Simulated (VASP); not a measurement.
HfC (rocksalt type), 2 atoms in the cell. The structure is cubic, space group Fm-3m (No. 225). The conventional cell has a = 4.651 Å, b = 4.651 Å, c = 4.651 Å, α = 90.00°, β = 90.00°, γ = 90.00°. Within 3.1 Å of Hf (site symmetry m-3m) lie 6 C at 2.33 Å. Within 3.1 Å of C (site symmetry m-3m) lie 6 Hf at 2.33 Å. 

- Program: VASP 6.6.1
- Task: single point
- Functional: PBE
- Potentials or basis: VASP PAW PBE potentials, release 64 (Hf_pv, C)
- Cutoff: 520 eV
- k mesh: 15 × 15 × 15
- Occupations: fermi-dirac, width 0.08 eV
- Spin: no spin polarisation
- Dipole correction: no
- Further INCAR settings: ALGO = Normal; EDIFF = 1e-07; NBANDS = 14

Potentials or basis: VASP PAW PBE potentials, release 64 (Hf_pv, C).

The run is started by

```console
$ cat potpaw_PBE.64/Hf_pv/POTCAR potpaw_PBE.64/C/POTCAR > POTCAR
$ mpirun -np 1 vasp_std > vasp.out
```

Hardware: 1 thread of Intel(R) Xeon(R) 6975P-C (Granite Rapids), with other jobs on the host.

**Question.** How long does it take, and how much memory?

**Answer.** It took 22 s on 1 thread of Intel(R) Xeon(R) 6975P-C (Granite Rapids), with other jobs on the host, peak memory 0.17 GiB. Counts: scf iterations 14, k points 120.
